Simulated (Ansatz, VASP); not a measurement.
One calculation of ZrC3, two programs

```
Zr C
1.0
     2.23156    1.28839    2.61738
    -2.23156    1.28839    2.61738
     0.00000   -2.57678    2.61738
Zr C
1 3
Direct
  0.00000 0.00000 0.00000
  0.50000 0.31040 0.68960
  0.31040 0.68960 0.50000
  0.68960 0.50000 0.31040
```

Alike in both runs: functional PBE; k mesh 12 × 12 × 12; occupations gaussian, width 0.1 eV; no spin polarisation.

Ansatz relaxed the structure, and its values are those at the end. VASP's run is a single point on that final structure, the one shown.

|  | VASP | Ansatz |
| --- | --- | --- |
| version | VASP 6.6.1 | Ansatz 0.2.0 |
| potentials or method | VASP PAW PBE potentials, release 64 (Zr_sv, C), cutoff 520 eV | scalar-relativistic, plane waves, PAW |
| valence electrons in the cell | 24 | 24 |

```csv
,VASP,Ansatz,Ansatz less VASP
gap on the k mesh at the Fermi level (eV),none,none,-
pressure (GPa),0.4,0.0,-0.43
rms of the force components (eV/Å),0.060,0.000,-0.0594
```

A gap of «none» marks a metal or a gap that the smearing closes.
